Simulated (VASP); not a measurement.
Input of a VASP 6.6.1 run:

File INCAR:

```
SYSTEM = Pb
  PREC = Accurate
  ENCUT = 600
  EDIFF = 1E-6
  ISMEAR = -1
  SIGMA = 0.08
  LREAL = .FALSE.
  LASPH = .TRUE.
  NELM = 100
  ALGO = Normal
  ISIF = 3
  LWAVE = .FALSE.
  LCHARG = .FALSE.
  GGA = PE
  IBRION = 2
  NSW = 60
  EDIFFG = -0.005
  PSTRESS = 1400.0
```

Contents of KPOINTS:

```
Automatic mesh
0
G
  16 16 16
  0 0 0
```

Contents of POSCAR:

```
Pb
1.0
    0.0000000000      2.0109195403      2.0109195403
    2.0109195403      0.0000000000      2.0109195403
    2.0109195403      2.0109195403      0.0000000000
Pb
1
Direct
    0.0000000000      0.0000000000      0.0000000000
```

Potentials or basis: VASP PAW PBE potentials, release 64 (Pb_d).

The run is started by

```sh
$ cat potpaw_PBE.64/Pb_d/POTCAR > POTCAR
$ mpirun -np 1 vasp_std > vasp.out
```

Q: Estimate the relaxed cell.

A: a = 2.846 Å, b = 2.846 Å, c = 2.846 Å, α = 60.00°, β = 60.00°, γ = 60.00°.

Q: Estimate the relaxed volume.

A: 16.30 Å³/atom.

Final structure:
```
CELL_PARAMETERS angstrom
0.00000 2.01255 2.01255
2.01255 0.00000 2.01255
2.01255 2.01255 0.00000
ATOMIC_POSITIONS crystal
Pb 0.00000 0.00000 0.00000
```

Caveat: the cell is relaxed towards a set pressure, so the enthalpy falls and the energy may rise.
